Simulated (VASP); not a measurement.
# ZrS2 (P-3m1) in VASP: G0W0 quasiparticle levels with PBE

Aim: the G0W0 quasiparticle levels of ZrS2 with PBE.

All numbers are computed with VASP 6.6.1; they aren't measurements. Logs are shortened: lines on timing, memory, paths and dates and some standing lists are left out, and cuts for length are marked.

### Step 1. The cell of the first run

Symmetry: P-3m1, No. 164, trigonal system. The conventional cell has a = 3.638 Å, b = 3.638 Å, c = 5.886 Å, α = 90.00°, β = 90.00°, γ = 120.00°. Zr (site symmetry -3m) has 6 S at 2.56 Å within 3.4 Å. S (site symmetry 3m) has 3 Zr at 2.56 Å within 3.4 Å.

### Step 2. G0W0 quasiparticle levels, PBE

POSCAR

```
ZrS2
1.0
    3.6376550941      0.0000000000      0.0000000000
   -1.8188275470      3.1503017217      0.0000000000
    0.0000000000      0.0000000000      5.8861405555
Zr S
1 2
Direct
    0.0000000000      0.0000000000      0.0000000000
    0.3333333333      0.6666666667      0.2479262884
    0.6666666667      0.3333333333      0.7520737116
```

INCAR.step1

```
  PREC = Accurate
  ENCUT = 500
  EDIFF = 1E-8
  ISMEAR = 0
  SIGMA = 0.01
  LREAL = False
  LASPH = True
  NELM = 80
  ALGO = Normal
  LWAVE = True
  LCHARG = False
  GGA = PE
```

INCAR.step2

```
  PREC = Accurate
  ENCUT = 500
  EDIFF = 1E-8
  ISMEAR = 0
  SIGMA = 0.01
  LREAL = False
  LASPH = True
  NELM = 1
  ALGO = Exact
  LWAVE = True
  LCHARG = False
  GGA = PE
  NBANDS = 293
  LOPTICS = True
  ISTART = 1
```

INCAR.step3

```
  PREC = Accurate
  ENCUT = 500
  EDIFF = 1E-8
  ISMEAR = 0
  SIGMA = 0.01
  LREAL = False
  LASPH = True
  ALGO = EVGW0
  LWAVE = False
  LCHARG = False
  GGA = PE
  NELMGW = 1
  NBANDS = 293
  ENCUTGW = 150.0
  NOMEGA = 96
  PRECFOCK = Fast
  ISTART = 1
  NBANDSGW = 20
  OMEGAMAX = 20
```

KPOINTS

```
Automatic mesh
0
Gamma
  6 6 2
```

Potentials or basis: VASP PAW PBE potentials, release 64 (Zr_sv_GW, S_GW).

On the command line:

```bash
$ cat potpaw_PBE.64/Zr_sv_GW/POTCAR potpaw_PBE.64/S_GW/POTCAR > POTCAR
$ cp INCAR.step1 INCAR
$ mpirun -np 1 vasp_std > vasp.out
$ cp INCAR.step2 INCAR
$ mpirun -np 1 vasp_std > vasp.out
$ cp INCAR.step3 INCAR
$ mpirun -np 1 vasp_std > vasp.out
```

OUTCAR:

```text
PREC = Accurate
   ENCUT = 500
   EDIFF = 1E-8
   ISMEAR = 0
   LREAL = False
   LASPH = True
   GGA = PE
   NELMGW = 1
   ENCUTGW = 150.0
   PRECFOCK = Fast
   ISTART = 1

 ion  position               nearest neighbor table
   1  0.000  0.000  0.000-
   2  0.333  0.667  0.248-
   3  0.667  0.333  0.752-

  LATTYP: Found a hexagonal cell.
 ALAT       =     3.6376550941
 C/A-ratio  =     1.6181139782

  Lattice vectors:

 A1 = (   3.6376550941,   0.0000000000,   0.0000000000)
 A2 = (  -1.8188275470,   3.1503017217,   0.0000000000)
 A3 = (   0.0000000000,   0.0000000000,   5.8861405555)

Analysis of symmetry for initial positions (statically):
=====================================================================
 Subroutine PRICEL returns:
 Original cell was already a primitive cell.

 Routine SETGRP: Setting up the symmetry group for a
 hexagonal supercell.

 Subroutine GETGRP returns: Found 12 space group operations
 (whereof 12 operations were pure point group operations)
 out of a pool of 24 trial point group operations.

The static configuration has the point symmetry D_3d.

Analysis of symmetry for dynamics (positions and initial velocities):
=====================================================================
 Subroutine PRICEL returns:
 Original cell was already a primitive cell.

 Routine SETGRP: Setting up the symmetry group for a
 hexagonal supercell.

 Subroutine GETGRP returns: Found 12 space group operations
 (whereof 12 operations were pure point group operations)
 out of a pool of 24 trial point group operations.

The dynamic configuration has the point symmetry D_3d.

 Subroutine INISYM returns: Found 12 space group operations
 (whereof 12 operations are pure point group operations),
 and found     1 'primitive' translations

----------------------------------------------------------------------------------------

                                     Primitive cell

  volume of cell :      67.4535

  direct lattice vectors                    reciprocal lattice vectors
     3.637655094  0.000000000  0.000000000     0.274902368  0.158714956  0.000000000
    -1.818827547  3.150301722  0.000000000     0.000000000  0.317429913  0.000000000
     0.000000000  0.000000000  5.886140555     0.000000000  0.000000000  0.169890608

  length of vectors
     3.637655094  3.637655094  5.886140555     0.317429913  0.317429913  0.169890608

  position of ions in fractional coordinates (direct lattice)
     0.000000000  0.000000000  0.000000000
     0.333333333  0.666666667  0.247926288
     0.666666667  0.333333333  0.752073712

  ion indices of the primitive-cell ions
   primitive index   ion index
                 1           1
                 2           2
                 3           3

----------------------------------------------------------------------------------------

 KPOINTS: Automatic mesh

Automatic generation of k-mesh.
 Grid dimensions read from file:
 generate k-points for:    6    6    2

 Generating k-lattice:

  Cartesian coordinates                     Fractional coordinates (reciprocal lattice)
     0.045817061  0.026452493  0.000000000     0.166666667  0.000000000  0.000000000
     0.000000000  0.052904985  0.000000000     0.000000000  0.166666667  0.000000000
     0.000000000  0.000000000  0.084945304     0.000000000  0.000000000  0.500000000

  Length of vectors
     0.052904985  0.052904985  0.084945304

  Shift w.r.t. Gamma in fractional coordinates (k-lattice)
     0.000000000  0.000000000  0.000000000

 Subroutine IBZKPT returns following result:
 ===========================================

 Found     14 irreducible k-points:

 Following reciprocal coordinates:
            Coordinates               Weight
  0.000000  0.000000  0.000000      1.000000
  0.166667  0.000000  0.000000      6.000000
  0.333333 -0.000000  0.000000      6.000000
  0.500000  0.000000  0.000000      3.000000
  0.166667  0.166667  0.000000      6.000000
  0.333333  0.166667  0.000000     12.000000
  0.333333  0.333333  0.000000      2.000000
  0.000000  0.000000  0.500000      1.000000
  0.166667  0.000000  0.500000      6.000000
  0.333333 -0.000000  0.500000      6.000000
  0.500000  0.000000  0.500000      3.000000
  0.166667  0.166667  0.500000      6.000000
  0.333333  0.166667  0.500000     12.000000
  0.333333  0.333333  0.500000      2.000000
   k-points           NKPTS =     14   k-points in BZ     NKDIM =     72   number of bands    NBANDS=    293
   number of dos      NEDOS =    301   number of ions     NIONS =      3
   total plane-waves  NPLWV =  37632
   dimension x,y,z NGX =    28 NGY =   28 NGZ =   48
   dimension x,y,z NGXF=    56 NGYF=   56 NGZF=   96
   ions per type =               1   2
   NGX,Y,Z   is equivalent  to a cutoff of  12.80, 12.80, 13.56 a.u.
   NGXF,Y,Z  is equivalent  to a cutoff of  25.59, 25.59, 27.11 a.u.
 SYSTEM =  unknown system
   PREC   = accura    normal or accurate (medium, high low for compatibility)
   ISTART =      1    job   : 0-new  1-cont  2-samecut
   ICHARG =      0    charge: 1-file 2-atom 10-const
   ISPIN  =      1    spin polarized calculation?
   LNONCOLLINEAR =      F non collinear calculations
   LSORBIT =      F    spin-orbit coupling
   LASPH  =      T    aspherical Exc in radial PAW
   ENCUT  =  500.0 eV  36.75 Ry    6.06 a.u.   6.63  6.63 10.73*2*pi/ulx,y,z
   NELM   =     60;   NELMIN=  2; NELMDL=  0     # of ELM steps
   EDIFF  = 0.1E-07   stopping-criterion for ELM
   LREAL  =      F    real-space projection
   EDIFFG = 0.1E-06   stopping-criterion for IOM
   NSW    =      0    number of steps for IOM
   IBRION =     -1    ionic relax: 0-MD 1-quasi-New 2-CG
   NFREE  =      0    steps in history (QN), initial steepest desc. (CG)
   ISIF   =      0    stress and relaxation
   ISYM   =      3    0-nonsym 1-usesym 2-fastsym
   POTIM  = 0.5000    time-step for ionic-motion
   TEBEG  =    0.0;   TEEND  =   0.0 temperature during run
   PSTRESS=    0.0 pullay stress
   NELECT =      24.0000    total number of electrons
   NUPDOWN=      -1.0000    fix difference up-down
   EMIN   =  10.00;   EMAX   =-10.00  energy-range for DOS
   EFERMI =   0.00;   METHOD = LEGACY
   ISMEAR =     0;   SIGMA  =   0.01  broadening in eV -4-tet -1-fermi 0-gaus
   EFERMI_NEDOS =   21; number of points for ismear=-14 and -15
   IALGO  =     38    algorithm
   IMIX   =      4    mixing-type and parameters
     AMIX     =   0.40;   BMIX     =  1.00
     AMIX_MAG =   1.60;   BMIX_MAG =  1.00
  volume/ion in A,a.u.               =      22.48       151.73
  Fermi-wavevector in a.u.,A,eV,Ry     =   1.160051  2.192179 18.309615  1.345719
  Thomas-Fermi vector in A             =   2.296638
   LORBIT       =      0    0 simple, 1 ext, 2 COOP (PROOUT), +10 PAW based schemes
   GGA     = PE    functional components
   LHFCALC =     T    Hartree Fock is set to
   PRECFOCK=fast      Normal, Fast or Accurate (Low or Medium for compatibility)
   ENCUT4O =  -1.0   cutoff for four orbital integrals eV
   NKREDX  =     1    reduce k-point grid by
   NKREDY  =     1    reduce k-point grid by
   NKREDZ  =     1    reduce k-point grid by
   AEXX    =    1.0000 exact exchange contribution
   HFSCREEN=    0.0000 screening length (either q_TF or 0.3 A-1)
   HFSCREENC=   0.0000 screening length for correlation (either q_TF or 0.3 A-1)
   ENCUTFOCK=  -1.0 apply spherical cutoff to Coloumb kernel
   IVDW    =     0    specifies the selected vdW correction
   LEPSILON=     F    determine dielectric tensor
   LRPA    =     F    only Hartree local field effects (RPA)
   LRPAFORCE           =     F    calculate RPA forces
   ENCUTGW             = 150.0    cutoff for response function in eV
   ENCUTGWSOFT         = 120.0    soft cutoff for Coulomb kernel in GW response function in eV
   ENCUTLF             =  -1.0    cutoff for local field effects
   NELMGW              =     1    number of iterations in solving QP/BSE equation
   NELMHF              =     1    number of iterations in the inner HF iteration
   NKREDLFX            =     1    NKREDLFY  =   1   NKREDLFZ  =   1
 non-spin polarized calculation
 Gauss-broadening in eV      SIGMA  =   0.01
  energy-cutoff  :      500.00
  volume of cell :       67.45
 maximum number of plane-waves:      1738
 NGX is ok and might be reduce to    28
  NGX = 16; NGY = 16; NGZ = 28
   NGX = 13   NGY = 13   NGZ = 21
 maximum number of plane-waves:       300

 QP shifts <psi_nk| G(iteration)W_0 |psi_nk>: iteration 1
 for sc-GW calculations column KS-energies equals QP-energies in previous step
 and V_xc(KS)=  KS-energies - (<T + V_ion + V_H > + <T+V_H+V_ion>^1  + <V_x>^1)

 k-point   1 :       0.0000    0.0000    0.0000
  band No.  KS-energies  QP-energies   sigma(KS)   V_xc(KS)     V^pw_x(r,r')   Z            occupation Imag(sigma)

      1     -44.2287     -44.7118     -21.5209     -20.6809     -34.2731       0.5751       2.0000       0.9645
      2     -22.3106     -23.0525     -20.4594     -19.3099     -27.5588       0.6454       2.0000       0.5643
      3     -22.1457     -22.9404     -20.7189     -19.5048     -27.6075       0.6546       2.0000       0.4078
      4     -22.1457     -22.9404     -20.7189     -19.5048     -27.6075       0.6546       2.0000       0.4078
      5      -8.0427      -8.3034     -13.6501     -13.2112     -21.2572       0.5940       2.0000       1.0954
      6      -6.5365      -6.9601     -14.7420     -14.0876     -21.4948       0.6474       2.0000       0.8807
[... 12 lines left out ...]
     19      10.6670      10.7671      -9.6842      -9.8144      -4.9259       0.7689       0.0000      -0.1205
     20      14.2737      14.5790     -10.0116     -10.4149      -4.7901       0.7572       0.0000      -0.2292

 k-point   2 :       0.1667    0.0000    0.0000
  band No.  KS-energies  QP-energies   sigma(KS)   V_xc(KS)     V^pw_x(r,r')   Z            occupation Imag(sigma)

      1     -44.2232     -44.7091     -21.5264     -20.6856     -34.2740       0.5779       2.0000       0.9679
      2     -22.2948     -23.0479     -20.4917     -19.3289     -27.5635       0.6476       2.0000       0.5349
      3     -22.2182     -23.0009     -20.6227     -19.4243     -27.5971       0.6532       2.0000       0.4672
      4     -22.1613     -22.9557     -20.7051     -19.4891     -27.6071       0.6533       2.0000       0.4150
      5      -7.7598      -8.0616     -13.8627     -13.3616     -21.2770       0.6022       2.0000       1.0391
      6      -6.6047      -7.0050     -14.7120     -14.0818     -21.5140       0.6353       2.0000       0.8746
[... 12 lines left out ...]
     19      12.2035      12.4195     -10.7045     -10.9920      -5.5569       0.7510       0.0000      -0.2303
     20      14.0354      14.2583     -10.1095     -10.4035      -4.7563       0.7584       0.0000      -0.2929
[... 246 lines left out ...]
      3     -22.2501     -23.0283     -20.5892     -19.3886     -27.5840       0.6482       2.0000       0.4655
      4     -22.2424     -23.0332     -20.6157     -19.3987     -27.5904       0.6498       2.0000       0.4485
      5      -6.9623      -7.2968     -14.4571     -13.9150     -21.4974       0.6170       2.0000       0.9082
      6      -6.5971      -6.9939     -14.7606     -14.1345     -21.5156       0.6338       2.0000       0.8490
[... 12 lines left out ...]
     19      12.7717      13.0067     -10.4598     -10.7692      -5.2656       0.7597       0.0000      -0.2389
     20      13.9191      14.1212     -10.3066     -10.5758      -4.9219       0.7508       0.0000      -0.2933

 k-point  14 :       0.3333    0.3333    0.5000
  band No.  KS-energies  QP-energies   sigma(KS)   V_xc(KS)     V^pw_x(r,r')   Z            occupation Imag(sigma)

      1     -44.2043     -44.6982     -21.5452     -20.7027     -34.2771       0.5863       2.0000       0.9794
      2     -22.3410     -23.1175     -20.4850     -19.2965     -27.5845       0.6533       2.0000       0.5587
      3     -22.3410     -23.1175     -20.4850     -19.2965     -27.5845       0.6533       2.0000       0.5587
      4     -22.2390     -23.0273     -20.6112     -19.3968     -27.5811       0.6492       2.0000       0.4261
      5      -6.7084      -7.0730     -14.6688     -14.0842     -21.5329       0.6236       2.0000       0.8672
      6      -6.7084      -7.0730     -14.6688     -14.0842     -21.5329       0.6236       2.0000       0.8672
[... 12 lines left out ...]
     19      13.4161      13.6612     -11.1023     -11.4320      -5.4393       0.7433       0.0000      -0.3514
     20      13.4161      13.6612     -11.1023     -11.4320      -5.4393       0.7433       0.0000      -0.3514
```

Run time: 39 min. Hardware: 1 thread of Intel Xeon Platinum 8259CL at 2.50GHz (Skylake/Cascade Lake), shared host; peak memory 1.1 GiB.

What came out:

| Item | Value |
| --- | --- |
| Quasiparticle gap | 1.72 eV |
| Least direct quasiparticle gap | 2.55 eV |
| Band gap of the starting levels on the mesh | 0.84 eV |
| Least direct gap of the starting levels on the mesh | 1.57 eV |

Caveat: the k points lie up to 0.53 Å⁻¹ apart; bands, screening cutoff and mesh are small and nothing is extrapolated, so the quasiparticle values aren't converged.
